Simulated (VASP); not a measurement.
A run of VASP 6.6.1 is set up as follows.

Contents of INCAR:

```
SYSTEM = ZnO
PREC = Accurate
ENCUT = 600
EDIFF = 1E-6
ISMEAR = -1
SIGMA = 0.02
LREAL = .False.
LASPH = .True.
NELM = 100
ALGO = Normal
ISIF = 3
LWAVE = .False.
LCHARG = .False.
GGA = PS
IBRION = 2
NSW = 80
EDIFFG = -0.005
```

KPOINTS

```
Automatic mesh
0
Gamma
  12 12 2
  0 0 0
```

POSCAR

```
ZnO
1.0
    3.2717925156      0.0000000000      0.0000000000
   -1.6358962579      2.8334554344      0.0000000000
    0.0000000000      0.0000000000     10.6302829236
Zn O
4 4
Direct
    0.0000000000      0.0000000000     -0.0005573017
    0.3333333333      0.6666666667      0.2496497130
    0.0000000000      0.0000000000      0.4994426983
    0.6666666667      0.3333333333      0.7496497130
    0.0000000000      0.0000000000      0.1880731338
    0.3333333333      0.6666666667      0.4378344549
    0.0000000000      0.0000000000      0.6880731338
    0.6666666667      0.3333333333      0.9378344549
```

Potentials or basis: VASP PAW PBE potentials, release 64 (Zn, O).

Launch:

```console
$ cat potpaw_PBE.64/Zn/POTCAR potpaw_PBE.64/O/POTCAR > POTCAR
$ mpirun -np 1 vasp_std > vasp.out
```

**Question.** Predict the relaxed volume.

**Answer.** 11.83 Å³/atom.

**Question.** Estimate the band gap on the k mesh.

**Answer.** 0.63 eV.

**Question.** What does it give for the space group after relaxing (to 0.1 Å)?

**Answer.** P6_3mc (No. 186).

**Question.** What does it give for the relaxed cell?

**Answer.** a = 3.228 Å, b = 3.228 Å, c = 10.488 Å, α = 90.00°, β = 90.00°, γ = 120.00°.

Forces on the atoms (eV/Å):
```
Zn   0.000  0.000 -0.005
Zn   0.000  0.000  0.003
Zn   0.000  0.000 -0.005
Zn   0.000  0.000  0.003
O    0.000  0.000  0.004
O    0.000  0.000 -0.002
O    0.000  0.000  0.004
O    0.000  0.000 -0.002
```

Caveat: the PAW data sets were made with another functional, which shifts forces and pressure a little.
